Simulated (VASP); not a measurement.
# Ga: single point with LDA

Crystal: Ga.

```xyz
2
Lattice="2.7397 0.0000 -0.0290 0.0000 3.3612 0.0000 -1.3664 0.0000 3.7867" Properties=species:S:1:pos:R:3 pbc="T T T"
Ga   -0.6374    2.5209    2.9060
Ga    2.0107    0.8403    0.8517
```

| Item | Value |
| --- | --- |
| Program | VASP 6.6.1 |
| Task | single point |
| Functional | LDA |
| Potentials or basis | VASP PAW LDA potentials, release 64 (Ga_d) |
| Cutoff | 520 eV |
| k mesh | 7 × 6 × 5 |
| Occupations | fermi-dirac, width 0.05 eV |
| Spin | non-collinear spin, zero start, spin-orbit coupling |
| Starting moments | [[0.0, 0.0, 0.0], [0.0, 0.0, 0.0]] μB |
| Dipole correction | no |
| Further INCAR settings | ALGO = Normal; EDIFF = 1e-06; NBANDS = 38 |

* Pressure: 0.3 GPa
* Net moment: 0.00 μB per cell
* Valence electrons inside the program's atomic spheres: Ga 11.64

Moments on the atoms (μB; x, y, z):
```
Ga  0.00 0.00 0.00
Ga  0.00 0.00 0.00
```

It took 84 s on 1 thread of Intel(R) Xeon(R) 6975P-C (Granite Rapids) (shared host), peak memory 0.26 GiB.
